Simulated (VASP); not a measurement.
Set up this calculation in VASP 6.6.1, as the native input.

```
Task                   : single point
Functional             : PBE
Potentials or basis    : VASP PAW PBE potentials, release 64 (Si, Mo_sv)
Cutoff                 : 520 eV
k mesh                 : 8 × 8 × 8
Occupations            : gaussian, width 0.1 eV
Spin                   : no spin polarisation
Dipole correction      : no
Further INCAR settings : ALGO = Normal; EDIFF = 1e-06; NBANDS = 56
```

The structure of SiMo3 lies in POSCAR:

```
SiMo3
1.0
    4.9064940686      0.0000000000      0.0000000000
    0.0000000000      4.9064940686      0.0000000000
    0.0000000000      0.0000000000      4.9064940686
Si Mo
2 6
Direct
    0.5000000000      0.5000000000      0.5000000000
    0.0000000000      0.0000000000      0.0000000000
    0.0000000000      0.5000000000      0.2500000000
    0.0000000000      0.5000000000      0.7500000000
    0.5000000000      0.7500000000      0.0000000000
    0.5000000000      0.2500000000      0.0000000000
    0.7500000000      0.0000000000      0.5000000000
    0.2500000000      0.0000000000      0.5000000000
```

These files were run (other wordings do the same):

INCAR

```
  PREC = Accurate
  ENCUT = 520
  EDIFF = 1E-6
  ISMEAR = 0
  SIGMA = 0.1
  LREAL = False
  LASPH = True
  NELM = 100
  ALGO = Normal
  ISIF = 2
  LWAVE = False
  LCHARG = False
  GGA = PE
  NBANDS = 56
```

KPOINTS

```
regular mesh
0
Gamma
  8 8 8
```

Potentials or basis: VASP PAW PBE potentials, release 64 (Si, Mo_sv).

Launch:

```bash
$ cat potpaw_PBE.64/Si/POTCAR potpaw_PBE.64/Mo_sv/POTCAR > POTCAR
$ mpirun -np 1 vasp_std > vasp.out
```

It gave:

The pressure is 0.5 GPa and the band gap on the k mesh is zero (bands 46 and 47 overlap by 2.43 eV).

Run time: 78 s on 1 thread of Intel(R) Xeon(R) 6975P-C (Granite Rapids), with other jobs on the host, peak memory 0.3 GiB.
